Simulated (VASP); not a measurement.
**SiC: single point with PBE**

Crystal: SiC.

```
Si C
1.0
     3.09500    0.00000    0.00000
    -1.54750    2.68035    0.00000
     0.00000    0.00000   15.18658
Si C
6 6
Cartesian
  0.0000 1.7869 12.6503
  1.5475 0.8934 5.0570
  1.5475 0.8934 10.1219
  0.0000 1.7869 2.5286
  0.0000 0.0000 7.5891
  0.0000 0.0000 15.1824
  0.0000 0.0000 13.2787
  0.0000 0.0000 5.6854
  0.0000 1.7869 10.7521
  1.5475 0.8934 3.1588
  1.5475 0.8934 8.2237
  0.0000 1.7869 0.6304
```

```
Program             : VASP 6.6.1
Task                : single point
Functional          : PBE
Potentials or basis : VASP PAW PBE potentials, release 64 (Si, C)
Cutoff              : 520 eV
k mesh              : 12 × 12 × 2
Occupations         : gaussian, width 0.02 eV
Spin                : no spin polarisation
```

The pressure is 0.0 GPa and the band gap on the k mesh is 2.03 eV (least direct gap 3.12 eV).

Levels at points of the mesh, in eV from the valence-band top:
```csv
k point,band 21,band 22,band 23,band 24,band 25,band 26,band 27,band 28
"(0.00, 0.00, 0.00)",-0.30,-0.04,0.00,0.00,5.05,5.22,5.63,6.14
"(0.50, 0.00, 0.00)",-1.80,-1.77,-1.65,-1.10,2.03,2.21,3.19,3.87
"(0.00, 0.00, 0.50)",-0.10,-0.10,-0.10,-0.10,5.12,5.12,5.86,5.86
"(0.50, 0.00, 0.50)",-1.70,-1.70,-1.30,-1.30,2.07,2.07,3.41,3.41
```

Run time: 67 s on 1 thread of Intel(R) Xeon(R) 6975P-C (Granite Rapids), with other jobs on the host, peak memory 0.31 GiB.

A k mesh can miss the band edges.
